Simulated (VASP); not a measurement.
Crystal: Li2O.

```
CELL_PARAMETERS angstrom
0.00000 2.30500 2.30500
2.30500 0.00000 2.30500
2.30500 2.30500 0.00000
ATOMIC_POSITIONS crystal
Li 0.25000 0.25000 0.25000
Li 0.75000 0.75000 0.75000
O 0.00000 0.00000 0.00000
```

Program: VASP 6.6.1. Alike in all runs: task single point; no spin polarisation; cell as given; k mesh 8 × 8 × 8; cutoff (eV) 750; smearing gaussian 0.01 eV.

Q: Order these runs on this cell by their pressure, lowest first.
A. level BLYP; potentials or basis VASP PAW PBE potentials, release 64 (Li_sv, O)
B. level PBEsol; potentials or basis VASP PAW PBE potentials, release 64 (Li_sv, O)
C. level LDA; potentials or basis VASP PAW LDA potentials, release 64 (Li_sv, O)
D. level revPBE; potentials or basis VASP PAW PBE potentials, release 64 (Li_sv, O)

A: C (-6.4 GPa), B (-1.5 GPa), A (1.5 GPa), D (3.6 GPa).

Caveats: the PAW data sets were made with another functional, which shifts forces and pressure a little (some runs).
